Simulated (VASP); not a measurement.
Crystal: NaHfO.

```xyz
6
Lattice="5.5155 0.0000 0.0000 0.0000 5.5155 0.0000 0.0000 0.0000 4.1890" Properties=species:S:1:pos:R:3 pbc="T T T"
Na    2.7578    2.7578    3.2251
Na    2.7578    2.7578    0.9640
Hf    2.7578    0.0000    2.0945
Hf    0.0000    2.7578    2.0945
O     2.7578    0.0000    0.0000
O     0.0000    2.7578    0.0000
```

The cell was generated, and may not be a known phase.

```yaml
Program: VASP 6.6.1
Task: relaxation of cell and atoms
Functional: PBE
Potentials_or_basis: VASP PAW PBE potentials, release 64 (Na_pv, Hf_pv, O)
Cutoff: 600 eV
k_mesh: 8 × 8 × 10
Occupations: gaussian, width 0.1 eV
Spin: no spin polarisation
```

At the start: pressure -0.3 GPa; volume 21.24 Å³/atom.

Problem. Where does the relaxation end?

Solution. Over 9 steps the energy falls by 2.0 meV/atom and the volume is 21.75 Å³/atom (+2.4 %); space group P4/mmm (No. 123, to 0.1 Å) before and after.

Step by step:
```
step  energy change (eV)  largest force (eV/Å)  pressure (GPa)  volume (Å³)
   1              0.0000                0.0550           -0.31       127.43
   2              0.0002                0.1480            1.33       126.67
   3             -0.0048                0.1009            0.48       127.05
   4             -0.0083                0.0179            0.37       127.94
   5             -0.0109                0.1346            0.19       129.64
   6             -0.0119                0.0372           -0.11       130.81
   7             -0.0120                0.0051           -0.04       130.52
   8             -0.0120                0.0164            0.09       130.43
   9             -0.0120                0.0020            0.00       130.49
```

Final structure:
```
Na Hf O
1.0
     5.60311    0.00000    0.00000
     0.00000    5.60311    0.00000
     0.00000    0.00000    4.15647
Na Hf O
2 2 2
Direct
  0.50000 0.50000 0.76703
  0.50000 0.50000 0.23297
  0.50000 0.00000 0.50000
  0.00000 0.50000 0.50000
  0.50000 0.00000 0.00000
  0.00000 0.50000 0.00000
```

Caveat: atoms lie so close that the PAW spheres overlap strongly, which falsifies energies and pressures.
